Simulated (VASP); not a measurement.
Runs of VASP 6.6.1 on V. The structure is that of space group Fm-3m (No. 225), or close to it. The cells are those of the table. This isn't the form of V at room conditions, which is bcc.

```tsv
cell	gap on the mesh (eV)	pressure (GPa)	moment (μB)
a = 2.769 Å, angles 60.0°, 1 atom	none	-11.5	0.00
a = 2.587 Å, angles 60.0°, 1 atom	none	(b)	0.00
a = 2.663 Å, angles 60.0°, 1 atom	none	8.0	0.00
a = 2.699 Å, angles 60.0°, 1 atom	none	(a)	0.00
a = 2.625 Å, angles 60.0°, 1 atom	none	17.4	0.00
a = 2.803 Å, angles 60.0°, 1 atom	none	-15.8	0.00
a = 2.735 Å, angles 60.0°, 1 atom	none	-6.2	0.00
```

Alike in all rows: task single point; level PBE; potentials or basis VASP PAW PBE potentials, release 64 (V_sv); spin collinear, ferromagnetic start; k mesh 16 × 16 × 16; cutoff (eV) 520; smearing fermi-dirac 0.05 eV.

Estimate the missing entries.

(a) 0.2; (b) 28.9.

Caveats: the moments typed at the start vanished in this run; the cell stands under tension (at least some runs); the cell stands under pressure (at least some runs).

A gap of «none» marks levels without a gap at the run's occupations.
